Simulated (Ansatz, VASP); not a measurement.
One calculation of Cd, two programs

Contents of INCAR:

```
  PREC = Accurate
  ENCUT = 520
  EDIFF = 1E-8
  ISMEAR = -1
  SIGMA = 0.05
  LREAL = F
  LASPH = T
  NELM = 60
  ALGO = Normal
  ISIF = 2
  LWAVE = F
  LCHARG = F
  GGA = PE
  LEFG = T
  NBANDS = 19
```

File KPOINTS:

```
Automatic mesh
0
Gamma
  14 14 7
```

File POSCAR:

```
Cd
1.0
    2.9788725081      0.0000000000      0.0000000000
   -1.4894362540      2.5797792666      0.0000000000
    0.0000000000      0.0000000000      5.4491205000
Cd
2
Direct
    0.3333333333      0.6666666667      0.2500000000
    0.6666666667      0.3333333333      0.7500000000
```

Input for Ansatz:

```yaml
crystal:
  lattice:
    - [2.9788725081, 0.0, 0.0]
    - [-1.489436254, 2.5797792666, 0.0]
    - [0.0, 0.0, 5.4491205]
  atoms:
    - { symbol: Cd, position: [0.3333333333, 0.6666666667, 0.25] }
    - { symbol: Cd, position: [0.6666666667, 0.3333333333, 0.75] }
kpoints:
  mp_grid: { grid: [14, 14, 7] }
scf:
  occupations: { method: fermi_dirac, width: 0.05 }
hamiltonian:
  xc: pbe
  pseudopotentials: { kind: paw }
output:
  forces: true
  stress: true
  eigenvalues: true
  efg: { contact_densities: true }
```

Change from the starting cell: zz strain of -3 %, PAW files.

Alike in both runs: task electric field gradients; functional PBE; k mesh 14 × 14 × 7; occupations fermi-dirac, width 0.05 eV; no spin polarisation.

```csv
,VASP,Ansatz
version,VASP 6.6.1,Ansatz 0.2.0
potentials or method,"VASP PAW PBE potentials, release 64 (Cd)","PAW with Ansatz's default frozen-core files, scalar-relativistic"
plane-wave cutoff (eV),520,420
valence electrons in the cell,24,40
```

|  | VASP | Ansatz | Ansatz less VASP |
| --- | --- | --- | --- |
| pressure (GPa) | 4.9 | 4.5 | -0.38 |
| traceless stress, the component that is largest in VASP (GPa) | -0.92 | -0.78 | +0.138 |
| size of Vzz on the site where it differs most (V/Å²) | 67.9 | 62.8 | -5.05 |

The functional is the same, so the differences come from potentials, cutoffs and numerics. VASP's potentials hold 24 valence electrons a cell and Ansatz's 40, so a difference there can come from the potentials and not from the codes.
